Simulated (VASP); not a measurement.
Here is a VASP 6.6.1 calculation.

The input INCAR:

```
PREC = Accurate ; ENCUT = 520
EDIFF = 1E-7 ; ISMEAR = 0
SIGMA = 0.1 ; LREAL = False
LASPH = True ; NELM = 100
ALGO = Normal ; ISIF = 2
LWAVE = False ; LCHARG = False
GGA = PS ; NBANDS = 12
```

File KPOINTS:

```
Automatic mesh
0
Gamma
  10 10 10
```

POSCAR

```
Cu
1.0
    0.0000000000      1.7818426872      1.7818426872
    1.7818426872      0.0000000000      1.7818426872
    1.7818426872      1.7818426872      0.0000000000
Cu
1
Direct
    0.0000000000      0.0000000000      0.0000000000
```

Potentials or basis: VASP PAW PBE potentials, release 64 (Cu).

Launch:

```console
$ cat potpaw_PBE.64/Cu/POTCAR > POTCAR
$ mpirun -np 1 vasp_std > vasp.out
```

Q: Predict the pressure.

A: 0.7 GPa.

Caveat: the PAW data sets were made with another functional, which shifts forces and pressure a little.
